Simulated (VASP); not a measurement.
Here is a VASP 6.6.1 calculation.

The input POSCAR:

```
P
1.0
    3.3430000000      0.0000000000      0.0000000000
   -1.6715000000      2.8951229249      0.0000000000
    0.0000000000      0.0000000000     28.0000000000
P
2
Direct
    0.3333333333      0.6666666667      0.5234107143
    0.6666666667      0.3333333333      0.4765892857
```

Contents of INCAR.step1:

```
SYSTEM = P
  PREC = Accurate
  ENCUT = 520
  ISMEAR = 0
  SIGMA = 0.02
  LREAL = .False.
  LASPH = .True.
  NELM = 80
  LDIPOL = .True.
  IDIPOL = 3
  DIPOL = 0.5 0.5 0.500
  NBANDS = 12
  GGA = PE
  ALGO = Normal
  EDIFF = 1E-4
  LWAVE = .True.
  LCHARG = .False.
```

The input INCAR.step2:

```
SYSTEM = P
  PREC = Accurate
  ENCUT = 520
  EDIFF = 1E-6
  ISMEAR = 0
  SIGMA = 0.02
  LREAL = .False.
  LASPH = .True.
  NELM = 80
  ALGO = Normal
  ISIF = 2
  LWAVE = .False.
  LCHARG = .False.
  LDIPOL = .True.
  IDIPOL = 3
  DIPOL = 0.5 0.5 0.500
  METAGGA = R2SCAN
  LMIXTAU = .True.
  NBANDS = 12
  ISTART = 1
```

File KPOINTS:

```
Automatic mesh
0
Gamma
  9 9 1
  0 0 0
```

Potentials or basis: VASP PAW PBE potentials, release 64 (P).

Command:

```sh
$ cat potpaw_PBE.64/P/POTCAR > POTCAR
$ cp INCAR.step1 INCAR
$ mpirun -np 1 vasp_std > vasp.out
$ cp INCAR.step2 INCAR
$ mpirun -np 1 vasp_std > vasp.out
```

Problem. Estimate the largest force.

Solution. 1.666 eV/Å.

Problem. What does it give for the band gap on the k mesh?

Solution. 2.14 eV (least direct gap 2.64 eV).

Forces on the atoms (eV/Å):
```
P    0.000  0.000 -1.666
P    0.000  0.000  1.666
```

Caveat: the PAW data sets were made with another functional, which shifts forces and pressure a little.
